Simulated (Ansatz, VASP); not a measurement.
LiCl: VASP beside Ansatz

```
Li Cl
1.0
    -0.05845    2.49759    2.49759
     2.49759   -0.05845    2.49759
     2.49759    2.49759   -0.05845
Li Cl
1 1
Cartesian
  0.0000 0.0000 0.0000
  2.4684 2.4684 2.4684
```

Change from the starting cell: shear_111 strain -3.4%.

Alike in both runs: task single point; functional r2SCAN; k mesh 8 × 8 × 8; no spin polarisation.

```csv
,VASP,Ansatz
version,VASP 6.6.1,Ansatz 0.2.0
potentials or method,"VASP PAW PBE potentials, release 64 (Li_sv, Cl)","plane waves, PAW"
plane-wave cutoff (eV),520,500
occupations,"gaussian, width 0.01 eV",fixed
valence electrons in the cell,10,10
```

VASP gave:

```
gap on the k mesh at the Fermi level (eV) : 7.25
```

**Question.** Which values does Ansatz return?

**Answer.** gap on the k mesh at the Fermi level (eV): 7.24.

VASP's potentials were made for PBE, not for r2SCAN.

Noted on VASP's run: the cutoff is short for stress, so the pressure is rough.
